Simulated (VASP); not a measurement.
# Sb (Fm-3m) in VASP: a series of runs, part 2 of 3

VASP 6.6.1.

## 3. Electric field gradients, PBEsol (volume scaled by 0.98)

File INCAR:

```
ALGO = Normal ; EDIFF = 1E-8
ENCUT = 520 ; GGA = PS
ISIF = 2 ; ISMEAR = -1
LASPH = T ; LCHARG = F
LEFG = T ; LREAL = F
LWAVE = F ; NBANDS = 8
NELM = 100 ; PREC = Accurate
SIGMA = 0.05
```

File KPOINTS:

```
k-points
0
Gamma
  12 12 12
```

File POSCAR:

```
Sb
1.0
    0.0000000000      2.2895297352      2.2895297352
    2.2895297352      0.0000000000      2.2895297352
    2.2895297352      2.2895297352      0.0000000000
Sb
1
Direct
    0.0000000000      0.0000000000      0.0000000000
```

Potentials or basis: VASP PAW PBE potentials, release 64 (Sb).

Command:

```bash
$ cat potpaw_PBE.64/Sb/POTCAR > POTCAR
$ mpirun -np 1 vasp_std > vasp.out
```

OUTCAR:

```text
EDIFF = 1E-8
   ENCUT = 520
   GGA = PS
   ISIF = 2
   ISMEAR = -1
   LASPH = T
   LREAL = F
   NELM = 100
   PREC = Accurate

 ion  position               nearest neighbor table
   1  0.000  0.000  0.000-

  LATTYP: Found a face centered cubic cell.
 ALAT       =     4.5790594704

  Lattice vectors:

 A1 = (   0.0000000000,   2.2895297352,   2.2895297352)
 A2 = (   2.2895297352,   0.0000000000,   2.2895297352)
 A3 = (   2.2895297352,   2.2895297352,   0.0000000000)

Analysis of symmetry for initial positions (statically):
=====================================================================
 Subroutine PRICEL returns:
 Original cell was already a primitive cell.

 Routine SETGRP: Setting up the symmetry group for a
 face centered cubic supercell.

 Subroutine GETGRP returns: Found 48 space group operations
 (whereof 48 operations were pure point group operations)
 out of a pool of 48 trial point group operations.

The static configuration has the point symmetry O_h .

Analysis of symmetry for dynamics (positions and initial velocities):
=====================================================================
 Subroutine PRICEL returns:
 Original cell was already a primitive cell.

 Routine SETGRP: Setting up the symmetry group for a
 face centered cubic supercell.

 Subroutine GETGRP returns: Found 48 space group operations
 (whereof 48 operations were pure point group operations)
 out of a pool of 48 trial point group operations.

The dynamic configuration has the point symmetry O_h .

 Subroutine INISYM returns: Found 48 space group operations
 (whereof 48 operations are pure point group operations),
 and found     1 'primitive' translations

----------------------------------------------------------------------------------------

                                     Primitive cell

  volume of cell :      24.0032

  direct lattice vectors                    reciprocal lattice vectors
     0.000000000  2.289529735  2.289529735    -0.218385458  0.218385458  0.218385458
     2.289529735  0.000000000  2.289529735     0.218385458 -0.218385458  0.218385458
     2.289529735  2.289529735  0.000000000     0.218385458  0.218385458 -0.218385458

  length of vectors
     3.237884003  3.237884003  3.237884003     0.378254709  0.378254709  0.378254709

  position of ions in fractional coordinates (direct lattice)
     0.000000000  0.000000000  0.000000000

  ion indices of the primitive-cell ions
   primitive index   ion index
                 1           1

----------------------------------------------------------------------------------------

 KPOINTS: k-points

Automatic generation of k-mesh.
 Grid dimensions read from file:
 generate k-points for:   12   12   12

 Generating k-lattice:

  Cartesian coordinates                     Fractional coordinates (reciprocal lattice)
    -0.018198788  0.018198788  0.018198788     0.083333333  0.000000000  0.000000000
     0.018198788 -0.018198788  0.018198788     0.000000000  0.083333333  0.000000000
[... 59 lines left out ...]
   LREAL  =      F    real-space projection
   EDIFFG = 0.1E-06   stopping-criterion for IOM
   NSW    =      0    number of steps for IOM
   IBRION =     -1    ionic relax: 0-MD 1-quasi-New 2-CG
   NFREE  =      0    steps in history (QN), initial steepest desc. (CG)
   ISIF   =      2    stress and relaxation
   ISYM   =      2    0-nonsym 1-usesym 2-fastsym
   POTIM  = 0.5000    time-step for ionic-motion
   TEBEG  =    0.0;   TEEND  =   0.0 temperature during run
   PSTRESS=    0.0 pullay stress
   NELECT =       5.0000    total number of electrons
   NUPDOWN=      -1.0000    fix difference up-down
   EMIN   =  10.00;   EMAX   =-10.00  energy-range for DOS
   EFERMI =   0.00;   METHOD = LEGACY
   ISMEAR =    -1;   SIGMA  =   0.05  broadening in eV -4-tet -1-fermi 0-gaus
   EFERMI_NEDOS =   21; number of points for ismear=-14 and -15
   IALGO  =     38    algorithm
   IMIX   =      4    mixing-type and parameters
     AMIX     =   0.40;   BMIX     =  1.00
     AMIX_MAG =   1.60;   BMIX_MAG =  1.00
  volume/ion in A,a.u.               =      24.00       161.98
  Fermi-wavevector in a.u.,A,eV,Ry     =   0.970455  1.833893 12.813723  0.941782
  Thomas-Fermi vector in A             =   2.100591
   LORBIT       =      0    0 simple, 1 ext, 2 COOP (PROOUT), +10 PAW based schemes
   GGA     = PS    functional components
   LHFCALC =     F    Hartree Fock is set to
   AEXX    =    0.0000 exact exchange contribution
   IVDW    =     0    specifies the selected vdW correction
   LEPSILON=     F    determine dielectric tensor
   LRPA    =     F    only Hartree local field effects (RPA)
 non-spin polarized calculation
  energy-cutoff  :      520.00
  volume of cell :       24.00
 maximum number of plane-waves:       661
   NGX = 13   NGY = 13   NGZ = 13

 number of electron       5.0000000 magnetization

 Free energy of the ion-electron system (eV)
  ---------------------------------------------------
  ext. energy  EPLUGINS =         0.00000000
  ---------------------------------------------------
  free energy    TOTEN  =        -4.25170781 eV

  energy without entropy =       -4.24596111  energy(sigma->0) =       -4.24883446

 E-fermi :  10.0191     XC(G=0): -10.8382

 val. band max:        9.9045873153   @ k =   0.5000   0.4167   0.0833
 cond. band min:      10.0236892987   @ k =   0.4167   0.3333   0.0000
 fundamental gap:      0.1191019834
 Fermi energy:        10.0190730100

 k-point     1 :       0.0000    0.0000    0.0000
  band No.  band energies     occupation
      1      -3.9462      2.00000
      2      16.1544      0.00000
      3      16.1544      0.00000
      4      16.1544      0.00000
      5      20.1810      0.00000
      6      20.3396      0.00000
      7      20.3396      0.00000
      8      20.3396      0.00000
[... 243 lines left out ...]
 k-point    24 :      -0.4167    0.1667    0.0000
  band No.  band energies     occupation
      1       0.8553      2.00000
      2       4.0663      2.00000
      3      10.5632      0.00004
      4      13.1839      0.00000
      5      16.8506      0.00000
      6      21.1136      0.00000
      7      21.4871      0.00000
      8      24.5188      0.00000

 [... further k-points ...]
[... 5 lines left out ...]
  --------------------------------------------------------------------------------------
  -------------------------------------------------------------------------------------
  Total        1.0580682      1.0580682      1.0580682      0.0000000      0.0000000      0.0000000
  in kB       70.6244964     70.6244964     70.6244964      0.0000000      0.0000000      0.0000000
  external PRESSURE =      70.6244964 kB  Pullay stress =       0.0000000 kB

 VOLUME and BASIS-vectors are now :
 -----------------------------------------------------------------------------
  energy-cutoff  :      520.00
  volume of cell :       24.00
      direct lattice vectors                 reciprocal lattice vectors
     0.000000000  2.289529735  2.289529735    -0.218385458  0.218385458  0.218385458
     2.289529735  0.000000000  2.289529735     0.218385458 -0.218385458  0.218385458
     2.289529735  2.289529735  0.000000000     0.218385458  0.218385458 -0.218385458

 POSITION                                       TOTAL-FORCE (eV/Angst)
 -----------------------------------------------------------------------------------
      0.00000      0.00000      0.00000         0.000000      0.000000      0.000000
 -----------------------------------------------------------------------------------
    total drift:                                0.000000     -0.000000     -0.000000

  FREE ENERGIE OF THE ION-ELECTRON SYSTEM (eV)
  ---------------------------------------------------
  free  energy   TOTEN  =        -4.2517078069 eV

  energy  without entropy=       -4.2459611133  energy(sigma->0) =       -4.24883446

 Electric field gradients (V/A^2)
---------------------------------------------------------------------
 ion       V_xx      V_yy      V_zz      V_xy      V_xz      V_yz
---------------------------------------------------------------------
   1      -0.000     0.000    -0.000     0.000     0.000     0.000
---------------------------------------------------------------------

 Electric field gradients after diagonalization (V/A^2)
 (convention: |V_zz| > |V_xx| > |V_yy|)
----------------------------------------------------------------------
 ion       V_xx      V_yy      V_zz     asymmetry (V_yy - V_xx)/ V_zz
----------------------------------------------------------------------
   1      -0.000    -0.000     0.000       0.000
----------------------------------------------------------------------

           NMR quadrupolar parameters

 Cq : quadrupolar parameter    Cq=e*Q*V_zz/h
 eta: asymmetry parameters     (V_yy - V_xx)/ V_zz
 Q  : nuclear electric quadrupole moment in mb (millibarn)
----------------------------------------------------------------------
 ion       Cq(MHz)       eta       Q (mb)
----------------------------------------------------------------------
   1       0.000       0.000       1.000
----------------------------------------------------------------------
```

It took 7.2 s on 1 thread of Intel Xeon Platinum 8259CL at 2.50GHz (Skylake/Cascade Lake), shared host; peak memory 0.14 GiB.

What came out:

- Free energy: -4.2517 eV
- Pressure: 7.1 GPa

Levels at points of the mesh, in eV from the Fermi level:
```csv
k point,band 1,band 2,band 3,band 4,band 5,band 6
"(0.00, 0.00, 0.00)",-13.97,6.14,6.14,6.14,10.16,10.32
"(0.50, 0.00, 0.00)",-9.53,-6.67,4.14,4.14,8.91,9.36
"(0.50, 0.50, 0.00)",-7.56,-5.65,0.33,0.33,4.19,4.51
```

Caveat: without QUAD_EFG the Cq values of the log hold for a quadrupole moment of 1 mb, not for the nuclei; the PAW data sets were made with another functional, which shifts forces and pressure a little; spin-orbit coupling is left out, which moves the levels of the heavy elements.

[end of part 2 of 3]
